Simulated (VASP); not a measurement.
# Ga3Bi2N3 (P-6m2) in VASP: single point with PBE

Aim: the single point of Ga3Bi2N3 with PBE.

All numbers are computed with VASP 6.6.1; they aren't measurements. Logs are shortened: lines on timing, memory, paths and dates and some standing lists are left out, and cuts for length are marked.

## 1. The cell of the first run

It takes space group P-6m2 (No. 187, hexagonal). The conventional cell has a = 6.943 Å, b = 6.943 Å, c = 3.079 Å, α = 90.00°, β = 90.00°, γ = 120.00°. Within 3.1 Å of Ga (site symmetry mm2) lie 4 N at 2.24 Å and 4 Ga at 2.66 to 3.08 Å and 2 Bi at 2.91 Å. Within 3.8 Å of Bi (site symmetry -6m2) lie 6 Ga at 2.91 Å and 2 Bi at 3.08 Å and 6 N at 3.48 Å. Within 3.6 Å of Bi (site symmetry -6m2) lie 6 N at 2.76 Å and 2 Bi at 3.08 Å and 6 Ga at 3.50 Å. Within 3.1 Å of N (site symmetry mm2) lie 4 Ga at 2.24 Å and 2 Bi at 2.76 Å and 4 N at 2.97 to 3.08 Å.

The cell was built from a structure type or drawn by symmetry, and may not be a known phase.

## 2. Single point, PBE

Contents of INCAR:

```
PREC     = Accurate       # precision mode
ENCUT    = 600            # plane-wave cutoff, eV
EDIFF    = 1E-6           # SCF threshold, eV
ISMEAR   = 0              # smearing method
SIGMA    = 0.1            # smearing width, eV
LREAL    = F              # projectors in reciprocal space
LASPH    = T              # aspherical terms in the spheres
NELM     = 120            # most SCF steps
ALGO     = Normal         # electronic algorithm
ISIF     = 2              # what is computed and relaxed
LWAVE    = F              # write WAVECAR
LCHARG   = F              # write CHGCAR
GGA      = PE             # functional
NBANDS   = 52             # bands
GGA_COMPAT= F
```

Contents of KPOINTS:

```
regular mesh
0
Gamma
  3 3 6
```

Contents of POSCAR:

```
Ga3Bi2N3
1.0
    6.9427557868      0.0000000000      0.0000000000
   -3.4713778934      6.0126028836      0.0000000000
    0.0000000000      0.0000000000      3.0788398377
Ga Bi N
3 2 3
Direct
    0.5886418962      0.7943209481      0.0000000000
    0.2056790519      0.7943209481      0.0000000000
    0.2056790519      0.4113581038      0.0000000000
    0.0000000000      0.0000000000      0.5000000000
    0.6666666667      0.3333333333      0.0000000000
    0.0478841573      0.5239420786      0.5000000000
    0.4760579214      0.5239420786      0.5000000000
    0.4760579214      0.9521158427      0.5000000000
```

Potentials or basis: VASP PAW PBE potentials, release 64 (Ga_d, Bi_d, N).

Command:

```bash
cat potpaw_PBE.64/Ga_d/POTCAR potpaw_PBE.64/Bi_d/POTCAR potpaw_PBE.64/N/POTCAR > POTCAR
mpirun -np 1 vasp_std > vasp.out
```

OUTCAR:

```text
PREC = Accurate
   ENCUT = 600
   EDIFF = 1E-6
   ISMEAR = 0
   LREAL = F
   LASPH = T
   NELM = 120
   ISIF = 2
   GGA = PE

 ion  position               nearest neighbor table
   1  0.589  0.794  0.000-   8 2.24   8 2.24   7 2.24   7 2.24   3 2.66   2 2.66   4 2.91   4 2.91

   2  0.206  0.794  0.000-   6 2.24   6 2.24   8 2.24   8 2.24   3 2.66   1 2.66   4 2.91   4 2.91

   3  0.206  0.411  0.000-   6 2.24   6 2.24   7 2.24   7 2.24   1 2.66   2 2.66   4 2.91   4 2.91

   4  0.000  0.000  0.500-   3 2.91   3 2.91   1 2.91   1 2.91   2 2.91   2 2.91
   5  0.667  0.333  0.000-   8 2.76   8 2.76   6 2.76   6 2.76   7 2.76   7 2.76
   6  0.048  0.524  0.500-   3 2.24   3 2.24   2 2.24   2 2.24   5 2.76   5 2.76
   7  0.476  0.524  0.500-   1 2.24   1 2.24   3 2.24   3 2.24   5 2.76   5 2.76
   8  0.476  0.952  0.500-   1 2.24   1 2.24   2 2.24   2 2.24   5 2.76   5 2.76

  LATTYP: Found a hexagonal cell.
 ALAT       =     6.9427557868
 C/A-ratio  =     0.4434607715

  Lattice vectors:

 A1 = (   6.9427557868,   0.0000000000,   0.0000000000)
 A2 = (  -3.4713778934,   6.0126028836,   0.0000000000)
 A3 = (   0.0000000000,   0.0000000000,   3.0788398377)

Analysis of symmetry for initial positions (statically):
=====================================================================
 Subroutine PRICEL returns:
 Original cell was already a primitive cell.

 Routine SETGRP: Setting up the symmetry group for a
 hexagonal supercell.

 Subroutine GETGRP returns: Found 12 space group operations
 (whereof 12 operations were pure point group operations)
 out of a pool of 24 trial point group operations.

The static configuration has the point symmetry D_3h.

Analysis of symmetry for dynamics (positions and initial velocities):
=====================================================================
 Subroutine PRICEL returns:
 Original cell was already a primitive cell.

 Routine SETGRP: Setting up the symmetry group for a
 hexagonal supercell.

 Subroutine GETGRP returns: Found 12 space group operations
 (whereof 12 operations were pure point group operations)
 out of a pool of 24 trial point group operations.

The dynamic configuration has the point symmetry D_3h.

 Subroutine INISYM returns: Found 12 space group operations
 (whereof 12 operations are pure point group operations),
 and found     1 'primitive' translations

----------------------------------------------------------------------------------------
[... 98 lines left out ...]
   ISIF   =      2    stress and relaxation
   ISYM   =      2    0-nonsym 1-usesym 2-fastsym
   POTIM  = 0.5000    time-step for ionic-motion
   TEBEG  =    0.0;   TEEND  =   0.0 temperature during run
   PSTRESS=    0.0 pullay stress
   NELECT =      84.0000    total number of electrons
   NUPDOWN=      -1.0000    fix difference up-down
   EMIN   =  10.00;   EMAX   =-10.00  energy-range for DOS
   EFERMI =   0.00;   METHOD = LEGACY
   ISMEAR =     0;   SIGMA  =   0.10  broadening in eV -4-tet -1-fermi 0-gaus
   EFERMI_NEDOS =   21; number of points for ismear=-14 and -15
   IALGO  =     38    algorithm
   IMIX   =      4    mixing-type and parameters
     AMIX     =   0.40;   BMIX     =  1.00
     AMIX_MAG =   1.60;   BMIX_MAG =  1.00
  volume/ion in A,a.u.               =      16.07       108.41
  Fermi-wavevector in a.u.,A,eV,Ry     =   1.420716  2.684765 27.462480  2.018435
  Thomas-Fermi vector in A             =   2.541602
   LORBIT       =      0    0 simple, 1 ext, 2 COOP (PROOUT), +10 PAW based schemes
   GGA     = PE    functional components
   LHFCALC =     F    Hartree Fock is set to
   AEXX    =    0.0000 exact exchange contribution
   IVDW    =     0    specifies the selected vdW correction
   LEPSILON=     F    determine dielectric tensor
   LRPA    =     F    only Hartree local field effects (RPA)
 non-spin polarized calculation
 Gauss-broadening in eV      SIGMA  =   0.10
  energy-cutoff  :      600.00
  volume of cell :      128.52
 maximum number of plane-waves:      4320
 NGX is ok and might be reduce to    56
   NGX = 27   NGY = 27   NGZ = 13

 number of electron      84.0000009 magnetization

 Free energy of the ion-electron system (eV)
  ---------------------------------------------------
  ext. energy  EPLUGINS =         0.00000000
  ---------------------------------------------------
  free energy    TOTEN  =       -35.90768691 eV

  energy without entropy =      -35.89943088  energy(sigma->0) =      -35.90355889

 E-fermi :   7.6198     XC(G=0): -11.2576

 val. band max:        7.5724865574   @ k =   0.3333  -0.0000   0.5000
 cond. band min:       7.6651951240   @ k =   0.0000   0.0000   0.1667
 fundamental gap:      0.0927085666
 Fermi energy:         7.6198452450

 k-point     1 :       0.0000    0.0000    0.0000
  band No.  band energies     occupation
      1     -16.3819      2.00000
      2     -16.1351      2.00000
      3     -16.0982      2.00000
      4     -16.0982      2.00000
      5     -15.9984      2.00000
      6     -15.9984      2.00000
[... 649 lines left out ...]
     51      12.9931      0.00000
     52      14.3449      0.00000

------------------------ aborting loop because EDIFF is reached ----------------------------------------

  FORCE on cell =-STRESS in cart. coord.  units (eV):
  Direction    XX          YY          ZZ          XY          YZ          ZX
  --------------------------------------------------------------------------------------
  -------------------------------------------------------------------------------------
  Total        2.0326906      2.0326906     -4.5912947      0.0000000     -0.0000000      0.0000000
  in kB       25.3396345     25.3396345    -57.2353370      0.0000000     -0.0000000      0.0000000
  external PRESSURE =      -2.1853560 kB  Pullay stress =       0.0000000 kB

 VOLUME and BASIS-vectors are now :
 -----------------------------------------------------------------------------
  energy-cutoff  :      600.00
  volume of cell :      128.52
      direct lattice vectors                 reciprocal lattice vectors
     6.942755787  0.000000000  0.000000000     0.144035025  0.083158660  0.000000000
    -3.471377893  6.012602884  0.000000000     0.000000000  0.166317320  0.000000000
     0.000000000  0.000000000  3.078839838     0.000000000  0.000000000  0.324797668

 POSITION                                       TOTAL-FORCE (eV/Angst)
 -----------------------------------------------------------------------------------
      1.32941      4.77594      0.00000        -0.225236     -0.130040     -0.000000
     -1.32941      4.77594      0.00000         0.225236     -0.130040     -0.000000
      0.00000      2.47333      0.00000        -0.000000      0.260081      0.000000
      0.00000      0.00000      1.53942        -0.000000     -0.000000      0.000000
      3.47138      2.00420      0.00000        -0.000000     -0.000000      0.000000
     -1.48635      3.15026      1.53942        -0.039842     -0.023003      0.000000
      1.48635      3.15026      1.53942         0.039842     -0.023003      0.000000
      0.00000      5.72469      1.53942        -0.000000      0.046005      0.000000
 -----------------------------------------------------------------------------------
    total drift:                               -0.000002      0.000001      0.000000

  FREE ENERGIE OF THE ION-ELECTRON SYSTEM (eV)
  ---------------------------------------------------
  free  energy   TOTEN  =       -35.9076869050 eV

  energy  without entropy=      -35.8994308812  energy(sigma->0) =      -35.90355889
```

OSZICAR:

```text
N       E                     dE             d eps       ncg     rms          rms(c)
DAV:   1     0.105268560301E+04    0.10527E+04   -0.43542E+04  1332   0.291E+03
DAV:   2     0.160934077067E+03   -0.89175E+03   -0.86164E+03  1256   0.758E+02
DAV:   3    -0.228812390307E+02   -0.18382E+03   -0.17598E+03  1452   0.252E+02
DAV:   4    -0.420127692355E+02   -0.19132E+02   -0.18669E+02  1548   0.763E+01
DAV:   5    -0.427529923121E+02   -0.74022E+00   -0.73835E+00  1712   0.161E+01    0.140E+01
DAV:   6    -0.366811369866E+02    0.60719E+01   -0.36704E+01  2044   0.384E+01    0.771E+00
DAV:   7    -0.359426852296E+02    0.73845E+00   -0.69064E+00  1580   0.130E+01    0.328E+00
DAV:   8    -0.359518323941E+02   -0.91472E-02   -0.97568E-01  1528   0.424E+00    0.169E+00
DAV:   9    -0.359111461724E+02    0.40686E-01   -0.93215E-02  1744   0.234E+00    0.555E-01
DAV:  10    -0.359076768142E+02    0.34694E-02   -0.33061E-02  1540   0.114E+00    0.190E-01
DAV:  11    -0.359077449788E+02   -0.68165E-04   -0.44368E-03  1648   0.426E-01    0.164E-01
DAV:  12    -0.359077857443E+02   -0.40765E-04   -0.65664E-04  1584   0.149E-01    0.784E-02
DAV:  13    -0.359076870772E+02    0.98667E-04   -0.55840E-04  1648   0.160E-01    0.177E-02
DAV:  14    -0.359076904985E+02   -0.34213E-05   -0.98440E-05  1396   0.598E-02    0.186E-02
DAV:  15    -0.359076870308E+02    0.34677E-05   -0.21315E-05  1472   0.242E-02    0.205E-03
DAV:  16    -0.359076869050E+02    0.12578E-06   -0.14789E-06   920   0.901E-03
   1 F= -.35907687E+02 E0= -.35903559E+02  d E =-.825602E-02
```

stdout:

```text
POSCAR found type information on POSCAR GaBiN
 POSCAR found :  3 types and       8 ions
 scaLAPACK will be used
 LDA part: xc-table for (Slater+PW92), standard interpolation
 POSCAR, INCAR and KPOINTS ok, starting setup
 FFT: planning ... GRIDC
 FFT: planning ... GRID_SOFT
 FFT: planning ... GRID
 WAVECAR not read
 entering main loop
```

It took 3.8 min on 1 thread of Intel Xeon 8259CL, shared host; peak memory 0.33 GiB.

Results:

```
Free energy            : -35.9077 eV
Pressure               : -0.2 GPa
Largest force          : 0.260 eV/Å
Band gap on the k mesh : zero (bands 42 and 43 overlap by 0.90 eV)
```

Forces in eV/Å, atoms in the order of the input:
```
Ga  -0.225 -0.130  0.000
Ga   0.225 -0.130  0.000
Ga   0.000  0.260  0.000
Bi   0.000  0.000  0.000
Bi   0.000  0.000  0.000
N   -0.040 -0.023  0.000
N    0.040 -0.023  0.000
N    0.000  0.046  0.000
```

Stress tensor (GPa, compression positive):
```
 2.53  0.00  0.00
 0.00  2.53  0.00
 0.00  0.00 -5.72
```

Caveat: spin-orbit coupling is left out, which moves the levels of the heavy elements.
